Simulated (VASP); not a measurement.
# NaCl (P6_3/mmc) in VASP: notebook

Aim: see how the results for NaCl move with the level of theory and the settings. Levels: PBE, LDA. Tasks: single point.

All numbers are computed with VASP 6.6.1; they aren't measurements. Logs are shortened: lines on timing, memory, paths and dates and some standing lists are left out, and cuts for length are marked.

### 1 The cell of the first run

The structure is hexagonal, space group P6_3/mmc (No. 194). The conventional cell has a = 4.721 Å, b = 4.721 Å, c = 5.569 Å, α = 90.00°, β = 90.00°, γ = 120.00°. Na (site symmetry -6m2) has 5 Cl at 2.73 to 2.78 Å within 3.6 Å. Cl (site symmetry -6m2) has 5 Na at 2.73 to 2.78 Å within 3.6 Å.

### 2 Single point, PBE

Contents of INCAR:

```
SYSTEM = NaCl
  PREC = Accurate
  ENCUT = 520
  EDIFF = 1E-7
  ISMEAR = 0
  SIGMA = 0.01
  LREAL = .False.
  LASPH = .True.
  NELM = 80
  ALGO = Normal
  ISIF = 2
  LWAVE = .False.
  LCHARG = .False.
  GGA = PE
  NBANDS = 22
```

Contents of KPOINTS:

```
regular mesh
0
Gamma
  6 6 4
  0 0 0
```

Contents of POSCAR:

```
NaCl
1.0
    4.7210755744      0.0000000000      0.0000000000
   -2.3605377872      4.0885713806      0.0000000000
    0.0000000000      0.0000000000      5.5694831084
Na Cl
2 2
Direct
    0.3333333333      0.6666666667     -0.0624973378
    0.6666666667      0.3333333333      0.4375026622
    0.3333333333      0.6666666667      0.4374973378
    0.6666666667      0.3333333333      0.9374973378
```

Potentials or basis: VASP PAW PBE potentials, release 64 (Na_pv, Cl).

Launch:

```console
$ cat potpaw_PBE.64/Na_pv/POTCAR potpaw_PBE.64/Cl/POTCAR > POTCAR
$ mpirun -np 1 vasp_std > vasp.out
```

OUTCAR:

```text
SYSTEM = NaCl
   PREC = Accurate
   ENCUT = 520
   EDIFF = 1E-7
   ISMEAR = 0
   LREAL = .False.
   LASPH = .True.
   NELM = 80
   ISIF = 2
   GGA = PE

 ion  position               nearest neighbor table
   1  0.333  0.667  0.938-   4 2.73   4 2.73   4 2.73
   2  0.667  0.333  0.438-   3 2.73   3 2.73   3 2.73
   3  0.333  0.667  0.437-   2 2.73   2 2.73   2 2.73
   4  0.667  0.333  0.937-   1 2.73   1 2.73   1 2.73

  LATTYP: Found a hexagonal cell.
 ALAT       =     4.7210755744
 C/A-ratio  =     1.1797064081

  Lattice vectors:

 A1 = (   4.7210755744,   0.0000000000,   0.0000000000)
 A2 = (  -2.3605377872,   4.0885713806,   0.0000000000)
 A3 = (   0.0000000000,   0.0000000000,   5.5694831084)

Analysis of symmetry for initial positions (statically):
=====================================================================
 Subroutine PRICEL returns:
 Original cell was already a primitive cell.

 Routine SETGRP: Setting up the symmetry group for a
 hexagonal supercell.

 Subroutine GETGRP returns: Found 12 space group operations
 (whereof  6 operations were pure point group operations)
 out of a pool of 24 trial point group operations.

The static configuration has the point symmetry C_3v.
 The point group associated with its full space group is C_6v.

Analysis of symmetry for dynamics (positions and initial velocities):
=====================================================================
 Subroutine PRICEL returns:
 Original cell was already a primitive cell.

 Routine SETGRP: Setting up the symmetry group for a
 hexagonal supercell.

 Subroutine GETGRP returns: Found 12 space group operations
 (whereof  6 operations were pure point group operations)
 out of a pool of 24 trial point group operations.

The dynamic configuration has the point symmetry C_3v.
 The point group associated with its full space group is C_6v.

 Subroutine INISYM returns: Found 12 space group operations
 (whereof  6 operations are pure point group operations),
 and found     1 'primitive' translations

----------------------------------------------------------------------------------------

                                     Primitive cell

  volume of cell :     107.5047

  direct lattice vectors                    reciprocal lattice vectors
     4.721075574  0.000000000  0.000000000     0.211816139  0.122292105  0.000000000
    -2.360537787  4.088571381  0.000000000     0.000000000  0.244584210  0.000000000
     0.000000000  0.000000000  5.569483108     0.000000000  0.000000000  0.179549876

  length of vectors
     4.721075574  4.721075574  5.569483108     0.244584210  0.244584210  0.179549876

  position of ions in fractional coordinates (direct lattice)
     0.333333333  0.666666667  0.937502662
     0.666666667  0.333333333  0.437502662
     0.333333333  0.666666667  0.437497338
     0.666666667  0.333333333  0.937497338

  ion indices of the primitive-cell ions
   primitive index   ion index
                 1           1
                 2           2
                 3           3
                 4           4

----------------------------------------------------------------------------------------

 KPOINTS: regular mesh

Automatic generation of k-mesh.
 Grid dimensions read from file:
 generate k-points for:    6    6    4

 Generating k-lattice:

  Cartesian coordinates                     Fractional coordinates (reciprocal lattice)
     0.035302690  0.020382017  0.000000000     0.166666667  0.000000000  0.000000000
     0.000000000  0.040764035  0.000000000     0.000000000  0.166666667  0.000000000
     0.000000000  0.000000000  0.044887469     0.000000000  0.000000000  0.250000000

  Length of vectors
     0.040764035  0.040764035  0.044887469

  Shift w.r.t. Gamma in fractional coordinates (k-lattice)
     0.000000000  0.000000000  0.000000000

 Subroutine IBZKPT returns following result:
 ===========================================

 Found     21 irreducible k-points:

 Following reciprocal coordinates:
            Coordinates               Weight
  0.000000  0.000000  0.000000      1.000000
  0.166667  0.000000  0.000000      6.000000
  0.333333  0.000000  0.000000      6.000000
  0.500000 -0.000000  0.000000      3.000000
  0.166667  0.166667  0.000000      6.000000
  0.333333  0.166667  0.000000     12.000000
[... 13 lines left out ...]
  0.333333  0.166667  0.500000     12.000000
  0.333333  0.333333  0.500000      2.000000
   k-points           NKPTS =     21   k-points in BZ     NKDIM =     21   number of bands    NBANDS=     22
   number of dos      NEDOS =    301   number of ions     NIONS =      4
   total plane-waves  NPLWV =  54432
   dimension x,y,z NGX =    36 NGY =   36 NGZ =   42
   dimension x,y,z NGXF=    72 NGYF=   72 NGZF=   84
   ions per type =               2   2
   NGX,Y,Z   is equivalent  to a cutoff of  12.68, 12.68, 12.54 a.u.
   NGXF,Y,Z  is equivalent  to a cutoff of  25.35, 25.35, 25.07 a.u.
 SYSTEM =  NaCl
   PREC   = accura    normal or accurate (medium, high low for compatibility)
   ISTART =      0    job   : 0-new  1-cont  2-samecut
   ICHARG =      2    charge: 1-file 2-atom 10-const
   ISPIN  =      1    spin polarized calculation?
   LNONCOLLINEAR =      F non collinear calculations
   LSORBIT =      F    spin-orbit coupling
   LASPH  =      T    aspherical Exc in radial PAW
   ENCUT  =  520.0 eV  38.22 Ry    6.18 a.u.   8.78  8.78 10.36*2*pi/ulx,y,z
   NELM   =     80;   NELMIN=  2; NELMDL= -5     # of ELM steps
   EDIFF  = 0.1E-06   stopping-criterion for ELM
   LREAL  =      F    real-space projection
   EDIFFG = 0.1E-05   stopping-criterion for IOM
   NSW    =      0    number of steps for IOM
   IBRION =     -1    ionic relax: 0-MD 1-quasi-New 2-CG
   NFREE  =      0    steps in history (QN), initial steepest desc. (CG)
   ISIF   =      2    stress and relaxation
   ISYM   =      2    0-nonsym 1-usesym 2-fastsym
   POTIM  = 0.5000    time-step for ionic-motion
   TEBEG  =    0.0;   TEEND  =   0.0 temperature during run
   PSTRESS=    0.0 pullay stress
   NELECT =      28.0000    total number of electrons
   NUPDOWN=      -1.0000    fix difference up-down
   EMIN   =  10.00;   EMAX   =-10.00  energy-range for DOS
   EFERMI =   0.00;   METHOD = LEGACY
   ISMEAR =     0;   SIGMA  =   0.01  broadening in eV -4-tet -1-fermi 0-gaus
   EFERMI_NEDOS =   21; number of points for ismear=-14 and -15
   IALGO  =     38    algorithm
   IMIX   =      4    mixing-type and parameters
     AMIX     =   0.40;   BMIX     =  1.00
     AMIX_MAG =   1.60;   BMIX_MAG =  1.00
  volume/ion in A,a.u.               =      26.88       181.37
  Fermi-wavevector in a.u.,A,eV,Ry     =   1.045486  1.975683 14.871735  1.093042
  Thomas-Fermi vector in A             =   2.180284
   LORBIT       =      0    0 simple, 1 ext, 2 COOP (PROOUT), +10 PAW based schemes
   GGA     = PE    functional components
   LHFCALC =     F    Hartree Fock is set to
   AEXX    =    0.0000 exact exchange contribution
   IVDW    =     0    specifies the selected vdW correction
   LEPSILON=     F    determine dielectric tensor
   LRPA    =     F    only Hartree local field effects (RPA)
 non-spin polarized calculation
 Gauss-broadening in eV      SIGMA  =   0.01
  energy-cutoff  :      520.00
  volume of cell :      107.50
 maximum number of plane-waves:      2955
 NGX is ok and might be reduce to    36
   NGX = 17   NGY = 17   NGZ = 21

 number of electron      28.0000020 magnetization

 Free energy of the ion-electron system (eV)
  ---------------------------------------------------
  ext. energy  EPLUGINS =         0.00000000
  ---------------------------------------------------
  free energy    TOTEN  =       -13.41927222 eV

  energy without entropy =      -13.41927222  energy(sigma->0) =      -13.41927222

 E-fermi :  -1.5408     XC(G=0):  -7.2167

 val. band max:       -1.6837297047   @ k =   0.0000   0.0000   0.0000
 cond. band min:       3.1522774286   @ k =   0.0000   0.0000   0.0000
 fundamental gap:      4.8360071332
 Fermi energy:        -1.5407977663

 k-point     1 :       0.0000    0.0000    0.0000
  band No.  band energies     occupation
      1     -22.5457      2.00000
      2     -22.5457      2.00000
      3     -22.5448      2.00000
      4     -22.5378      2.00000
      5     -22.5378      2.00000
      6     -22.5245      2.00000
[... 14 lines left out ...]
     21       9.2392      0.00000
     22       9.5506      0.00000

 k-point     2 :       0.1667    0.0000    0.0000
  band No.  band energies     occupation
      1     -22.5471      2.00000
      2     -22.5462      2.00000
      3     -22.5436      2.00000
      4     -22.5399      2.00000
      5     -22.5377      2.00000
      6     -22.5257      2.00000
[... 14 lines left out ...]
     21       9.0801      0.00000
     22       9.3871      0.00000

 k-point     3 :       0.3333    0.0000    0.0000
  band No.  band energies     occupation
      1     -22.5498      2.00000
      2     -22.5473      2.00000
      3     -22.5440      2.00000
      4     -22.5403      2.00000
      5     -22.5376      2.00000
      6     -22.5286      2.00000
[... 14 lines left out ...]
     21       9.4545      0.00000
     22       9.7590      0.00000
[... 401 lines left out ...]
 k-point    20 :       0.3333    0.1667    0.5000
  band No.  band energies     occupation
      1     -22.5558      2.00000
      2     -22.5558      2.00000
      3     -22.5432      2.00000
      4     -22.5432      2.00000
      5     -22.5292      2.00000
      6     -22.5292      2.00000
[... 14 lines left out ...]
     21       9.7457      0.00000
     22       9.7457      0.00000

 k-point    21 :       0.3333    0.3333    0.5000
  band No.  band energies     occupation
      1     -22.5567      2.00000
      2     -22.5567      2.00000
      3     -22.5438      2.00000
      4     -22.5438      2.00000
      5     -22.5286      2.00000
      6     -22.5286      2.00000
[... 14 lines left out ...]
     21      10.3555      0.00000
     22      10.3555      0.00000

------------------------ aborting loop because EDIFF is reached ----------------------------------------

  FORCE on cell =-STRESS in cart. coord.  units (eV):
  Direction    XX          YY          ZZ          XY          YZ          ZX
  --------------------------------------------------------------------------------------
  -------------------------------------------------------------------------------------
  Total        0.5136776      0.5136776      0.6594026      0.0000000      0.0000000      0.0000000
  in kB        7.6555041      7.6555041      9.8272904      0.0000000      0.0000000      0.0000000
  external PRESSURE =       8.3794329 kB  Pullay stress =       0.0000000 kB

 VOLUME and BASIS-vectors are now :
 -----------------------------------------------------------------------------
  energy-cutoff  :      520.00
  volume of cell :      107.50
      direct lattice vectors                 reciprocal lattice vectors
     4.721075574  0.000000000  0.000000000     0.211816139  0.122292105  0.000000000
    -2.360537787  4.088571381  0.000000000     0.000000000  0.244584210  0.000000000
     0.000000000  0.000000000  5.569483108     0.000000000  0.000000000  0.179549876

 POSITION                                       TOTAL-FORCE (eV/Angst)
 -----------------------------------------------------------------------------------
     -0.00000      2.72571      5.22141         0.000000     -0.000000      0.000025
      2.36054      1.36286      2.43666        -0.000000      0.000000      0.000025
     -0.00000      2.72571      2.43663         0.000000      0.000000     -0.000025
      2.36054      1.36286      5.22138        -0.000000      0.000000     -0.000025
 -----------------------------------------------------------------------------------
    total drift:                               -0.000000     -0.000000      0.000482

  FREE ENERGIE OF THE ION-ELECTRON SYSTEM (eV)
  ---------------------------------------------------
  free  energy   TOTEN  =       -13.4192722192 eV

  energy  without entropy=      -13.4192722192  energy(sigma->0) =      -13.41927222
```

Run time: 21 s. Hardware: 1 thread of Intel Xeon Platinum 8559C (Emerald Rapids), shared host; peak memory 0.22 GiB.

Results:

```yaml
Free_energy: -13.4193 eV
Pressure: 0.8 GPa
Band_gap_on_the_k_mesh: 4.84 eV
```

Stress tensor (GPa, compression positive):
```
0.77 0.00 0.00
0.00 0.77 0.00
0.00 0.00 0.98
```

### 3 Single point, LDA

Contents of INCAR:

```
SYSTEM = NaCl
PREC = Accurate
ENCUT = 520
EDIFF = 1E-6
ISMEAR = 0
SIGMA = 0.01
LREAL = .FALSE.
LASPH = .TRUE.
NELM = 80
ALGO = Normal
ISIF = 2
LWAVE = .FALSE.
LCHARG = .TRUE.
GGA = CA
LELF = .TRUE.
LVHAR = .TRUE.
NBANDS = 22
```

Contents of KPOINTS:

```
Automatic mesh
0
G
  6 6 4
  0 0 0
```

POSCAR is that of step 2.

Potentials or basis: VASP PAW LDA potentials, release 64 (Na_pv, Cl).

Launch:

```console
$ cat potpaw_LDA.64/Na_pv/POTCAR potpaw_LDA.64/Cl/POTCAR > POTCAR
$ mpirun -np 1 vasp_std > vasp.out
```

Wall time 24 s (1 thread of Intel Xeon Platinum 8559C (Emerald Rapids), shared host); peak memory 0.2 GiB.

Results (log left out):

| Property | Result |
| --- | --- |
| Free energy | -14.4622 eV |
| Pressure | -1.6 GPa |
| Band gap on the k mesh | 4.44 eV |

Stress tensor (GPa, compression positive):
```
-1.45  0.00  0.00
 0.00 -1.45  0.00
 0.00  0.00 -1.78
```

Levels at points of the mesh, in eV from the valence-band top:
| k point | band 10 | band 11 | band 12 | band 13 | band 14 | band 15 | band 16 | band 17 | band 18 | band 19 |
| --- | --- | --- | --- | --- | --- | --- | --- | --- | --- | --- |
| (0.00, 0.00, 0.00) | -0.81 | -0.81 | -0.33 | -0.33 | 0.00 | 4.44 | 7.31 | 9.46 | 9.46 | 10.47 |
| (0.50, 0.00, 0.00) | -1.04 | -1.03 | -0.83 | -0.54 | -0.23 | 6.90 | 7.24 | 8.48 | 8.57 | 9.52 |
| (0.00, 0.00, 0.50) | -1.02 | -0.58 | -0.58 | -0.58 | -0.58 | 6.27 | 6.27 | 9.37 | 9.37 | 9.37 |
| (0.50, 0.00, 0.50) | -1.66 | -0.67 | -0.67 | -0.27 | -0.27 | 6.98 | 6.98 | 9.53 | 9.53 | 10.10 |
